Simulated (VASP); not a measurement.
# Ru (P2_1/m) in VASP: single point with PBEsol

Aim: the single point of Ru with PBEsol.

Program: VASP 6.6.1. These are calculated values, not measurements. Logs are shortened: lines on timing, memory, paths and dates and some standing lists are left out, and cuts for length are marked.

## 1. The cell of the first run

Symmetry: P2_1/m, No. 11, monoclinic system. Conventional cell: a = 2.690 Å, b = 4.252 Å, c = 2.690 Å, α = 90.00°, β = 120.00°, γ = 90.00°. Ru (site symmetry m) has 12 Ru at 2.43 to 2.82 Å within 3.2 Å.

## 2. Single point, PBEsol (atoms displaced along a vibrational mode)

Contents of INCAR:

```
SYSTEM = Ru
PREC = Accurate ; ENCUT = 520
EDIFF = 1E-7 ; ISMEAR = 0
SIGMA = 0.15 ; LREAL = .False.
LASPH = .True. ; NELM = 100
ALGO = Fast ; ISIF = 2
LWAVE = .False. ; LCHARG = .False.
GGA = PS ; NBANDS = 21
```

Contents of KPOINTS:

```
Automatic mesh
0
Gamma
  24 24 14
  0 0 0
```

Contents of POSCAR:

```
Ru
1.0
    2.6895239996      0.0000000000      0.0000000000
   -1.3447619998      2.3291961077      0.0000000000
    0.0000000000      0.0000000000      4.2519209508
Ru
2
Direct
    0.2503926292      0.6059498572      0.2500000000
    0.7496073708      0.3940501428      0.7500000000
```

Potentials or basis: VASP PAW PBE potentials, release 64 (Ru_pv).

Run with:

```console
$ cat potpaw_PBE.64/Ru_pv/POTCAR > POTCAR
$ mpirun -np 1 vasp_std > vasp.out
```

OUTCAR:

```text
SYSTEM = Ru
   PREC = Accurate
   ENCUT = 520
   EDIFF = 1E-7
   ISMEAR = 0
   LREAL = .False.
   LASPH = .True.
   NELM = 100
   ISIF = 2
   GGA = PS

 ion  position               nearest neighbor table
   1  0.250  0.606  0.250-   2 2.43   2 2.43   2 2.72   2 2.72   2 2.82   2 2.82
   2  0.750  0.394  0.750-   1 2.43   1 2.43   1 2.72   1 2.72   1 2.82   1 2.82

  LATTYP: Found a hexagonal cell.
 ALAT       =     2.6895239996
 C/A-ratio  =     1.5809195052

  Lattice vectors:

 A1 = (   2.6895239996,   0.0000000000,   0.0000000000)
 A2 = (  -1.3447619998,   2.3291961077,   0.0000000000)
 A3 = (   0.0000000000,   0.0000000000,   4.2519209508)

Analysis of symmetry for initial positions (statically):
=====================================================================
 Subroutine PRICEL returns:
 Original cell was already a primitive cell.

 Routine SETGRP: Setting up the symmetry group for a
 hexagonal supercell.

 Subroutine GETGRP returns: Found  4 space group operations
 (whereof  2 operations were pure point group operations)
 out of a pool of 24 trial point group operations.

The static configuration has the point symmetry S_2 .
 The point group associated with its full space group is C_2h.

Analysis of symmetry for dynamics (positions and initial velocities):
=====================================================================
 Subroutine PRICEL returns:
 Original cell was already a primitive cell.

 Routine SETGRP: Setting up the symmetry group for a
 hexagonal supercell.

 Subroutine GETGRP returns: Found  4 space group operations
 (whereof  2 operations were pure point group operations)
 out of a pool of 24 trial point group operations.

The dynamic configuration has the point symmetry S_2 .
 The point group associated with its full space group is C_2h.

 Subroutine INISYM returns: Found  4 space group operations
 (whereof  2 operations are pure point group operations),
 and found     1 'primitive' translations

----------------------------------------------------------------------------------------

                                     Primitive cell

  volume of cell :      26.6359

  direct lattice vectors                    reciprocal lattice vectors
     2.689524000  0.000000000  0.000000000     0.371813005  0.214666338  0.000000000
    -1.344762000  2.329196108  0.000000000     0.000000000  0.429332677  0.000000000
     0.000000000  0.000000000  4.251920951     0.000000000  0.000000000  0.235187815

  length of vectors
[... 80 lines left out ...]
   ENCUT  =  520.0 eV  38.22 Ry    6.18 a.u.   5.00  5.00  7.91*2*pi/ulx,y,z
   NELM   =    100;   NELMIN=  2; NELMDL= -5     # of ELM steps
   EDIFF  = 0.1E-06   stopping-criterion for ELM
   LREAL  =      F    real-space projection
   EDIFFG = 0.1E-05   stopping-criterion for IOM
   NSW    =      0    number of steps for IOM
   IBRION =     -1    ionic relax: 0-MD 1-quasi-New 2-CG
   NFREE  =      0    steps in history (QN), initial steepest desc. (CG)
   ISIF   =      2    stress and relaxation
   ISYM   =      2    0-nonsym 1-usesym 2-fastsym
   POTIM  = 0.5000    time-step for ionic-motion
   TEBEG  =    0.0;   TEEND  =   0.0 temperature during run
   PSTRESS=    0.0 pullay stress
   NELECT =      28.0000    total number of electrons
   NUPDOWN=      -1.0000    fix difference up-down
   EMIN   =  10.00;   EMAX   =-10.00  energy-range for DOS
   EFERMI =   0.00;   METHOD = LEGACY
   ISMEAR =     0;   SIGMA  =   0.15  broadening in eV -4-tet -1-fermi 0-gaus
   EFERMI_NEDOS =   21; number of points for ismear=-14 and -15
   IALGO  =     68    algorithm
   IMIX   =      4    mixing-type and parameters
     AMIX     =   0.40;   BMIX     =  1.00
     AMIX_MAG =   1.60;   BMIX_MAG =  1.00
  volume/ion in A,a.u.               =      13.32        89.87
  Fermi-wavevector in a.u.,A,eV,Ry     =   1.664582  3.145605 37.699491  2.770834
  Thomas-Fermi vector in A             =   2.751101
   LORBIT       =      0    0 simple, 1 ext, 2 COOP (PROOUT), +10 PAW based schemes
   GGA     = PS    functional components
   LHFCALC =     F    Hartree Fock is set to
   AEXX    =    0.0000 exact exchange contribution
   IVDW    =     0    specifies the selected vdW correction
   LEPSILON=     F    determine dielectric tensor
   LRPA    =     F    only Hartree local field effects (RPA)
 non-spin polarized calculation
 RMM-DIIS sequential band-by-band and
 Gauss-broadening in eV      SIGMA  =   0.15
  energy-cutoff  :      520.00
  volume of cell :       26.64
 maximum number of plane-waves:       738
   NGX =  9   NGY =  9   NGZ = 15

 number of electron      27.9999998 magnetization

 Free energy of the ion-electron system (eV)
  ---------------------------------------------------
  ext. energy  EPLUGINS =         0.00000000
  ---------------------------------------------------
  free energy    TOTEN  =       -19.81210689 eV

  energy without entropy =      -19.78828234  energy(sigma->0) =      -19.80019462

 E-fermi :  13.1634     XC(G=0): -14.3806

 val. band max:       13.1615272840   @ k =   0.5000   0.3750   0.3571
 cond. band min:      13.1636380218   @ k =  -0.1250   0.2917   0.0714
 fundamental gap:      0.0021107377
 Fermi energy:        13.1633640947

 k-point     1 :       0.0000    0.0000    0.0000
  band No.  band energies     occupation
      1     -30.7534      2.00000
      2     -29.6589      2.00000
      3     -29.4355      2.00000
      4     -29.4135      2.00000
      5     -29.3678      2.00000
      6     -29.2748      2.00000
[... 565 lines left out ...]
     20      23.4203      0.00000
     21      24.9822      0.00000

 [... further k-points ...]

------------------------ aborting loop because EDIFF is reached ----------------------------------------

  FORCE on cell =-STRESS in cart. coord.  units (eV):
  Direction    XX          YY          ZZ          XY          YZ          ZX
  --------------------------------------------------------------------------------------
  -------------------------------------------------------------------------------------
  Total        1.5377447     -0.3363869      3.0026549      0.8455780      0.0000000      0.0000000
  in kB       92.4971077    -20.2340568    180.6131414     50.8624901      0.0000000      0.0000000
  external PRESSURE =      84.2920641 kB  Pullay stress =       0.0000000 kB

 VOLUME and BASIS-vectors are now :
 -----------------------------------------------------------------------------
  energy-cutoff  :      520.00
  volume of cell :       26.64
      direct lattice vectors                 reciprocal lattice vectors
     2.689524000  0.000000000  0.000000000     0.371813005  0.214666338  0.000000000
    -1.344762000  2.329196108  0.000000000     0.000000000  0.429332677  0.000000000
     0.000000000  0.000000000  4.251920951     0.000000000  0.000000000  0.235187815

 POSITION                                       TOTAL-FORCE (eV/Angst)
 -----------------------------------------------------------------------------------
     -0.14142      1.41138      1.06298         1.575050      1.845737      0.000000
      1.48618      0.91782      3.18894        -1.575050     -1.845737     -0.000000
 -----------------------------------------------------------------------------------
    total drift:                                0.000000     -0.000000      0.000000

  FREE ENERGIE OF THE ION-ELECTRON SYSTEM (eV)
  ---------------------------------------------------
  free  energy   TOTEN  =       -19.8121068945 eV

  energy  without entropy=      -19.7882823442  energy(sigma->0) =      -19.80019462
```

OSZICAR:

```text
N       E                     dE             d eps       ncg     rms          rms(c)
DAV:   1     0.286461226408E+03    0.28646E+03   -0.17527E+04 97677   0.149E+03
DAV:   2    -0.153503756418E+02   -0.30181E+03   -0.29260E+03 99965   0.446E+02
DAV:   3    -0.212164785130E+02   -0.58661E+01   -0.58280E+01114305   0.697E+01
DAV:   4    -0.212603775787E+02   -0.43899E-01   -0.43842E-01122653   0.574E+00
DAV:   5    -0.212609247341E+02   -0.54716E-03   -0.54310E-03111316   0.570E-01    0.208E+01
RMM:   6    -0.199192912087E+02    0.13416E+01   -0.28079E+00100156   0.140E+01    0.601E+00
RMM:   7    -0.198211385015E+02    0.98153E-01   -0.39237E-01108549   0.469E+00    0.124E+00
RMM:   8    -0.198122776282E+02    0.88609E-02   -0.27224E-02110890   0.158E+00    0.447E-01
RMM:   9    -0.198120705981E+02    0.20703E-03   -0.30450E-03112281   0.492E-01    0.630E-02
RMM:  10    -0.198121008535E+02   -0.30255E-04   -0.46130E-04115616   0.190E-01    0.349E-02
RMM:  11    -0.198121067982E+02   -0.59447E-05   -0.10605E-04123564   0.672E-02    0.870E-03
RMM:  12    -0.198121068962E+02   -0.98059E-07   -0.16970E-05127565   0.288E-02    0.410E-03
RMM:  13    -0.198121069091E+02   -0.12881E-07   -0.19136E-06120283   0.983E-03    0.172E-03
RMM:  14    -0.198121068945E+02    0.14635E-07   -0.30589E-07 92497   0.461E-03
   1 F= -.19812107E+02 E0= -.19800195E+02  d E =-.238246E-01
```

stdout:

```text
POSCAR found type information on POSCAR Ru
 POSCAR found :  1 types and       2 ions
 scaLAPACK will be used
 -----------------------------------------------------------------------------
|                                                                             |
|                                                                             |
|     You enforced a specific xc type in the INCAR file but a different       |
|     I HOPE YOU KNOW WHAT YOU ARE DOING!                                     |
|                                                                             |
 -----------------------------------------------------------------------------

 LDA part: xc-table for (Slater+PW92), standard interpolation
 POSCAR, INCAR and KPOINTS ok, starting setup
 FFT: planning ... GRIDC
 FFT: planning ... GRID_SOFT
 FFT: planning ... GRID
 WAVECAR not read
 entering main loop
WARNING in EDDRMM: call to ZHEGV failed, returncode =   8  4     20
WARNING in EDDRMM: call to ZHEGV failed, returncode =   8  4     19
WARNING in EDDRMM: call to ZHEGV failed, returncode =   8  4     20
WARNING in EDDRMM: call to ZHEGV failed, returncode =   6  3     20
WARNING in EDDRMM: call to ZHEGV failed, returncode =   8  4     21
WARNING in EDDRMM: call to ZHEGV failed, returncode =   8  4     21
```

It took 19 min on 1 thread of Intel Xeon 8259CL, shared host; peak memory 1 GiB.

Results:

| Item | Value |
| --- | --- |
| Free energy | -19.8121 eV |
| Pressure | 8.4 GPa |
| Largest force | 2.426 eV/Å |
| Band gap on the k mesh | zero (bands 14 and 15 overlap by 3.07 eV) |

Forces in eV/Å, atoms in the order of the input:
```
Ru   1.575  1.846  0.000
Ru  -1.575 -1.846  0.000
```

Caveat: the cell differs from its parent crystal (atoms displaced along a vibrational mode); the stress differs along the axes, from -2 to 18 GPa; the PAW data sets were made with another functional, which shifts forces and pressure a little.
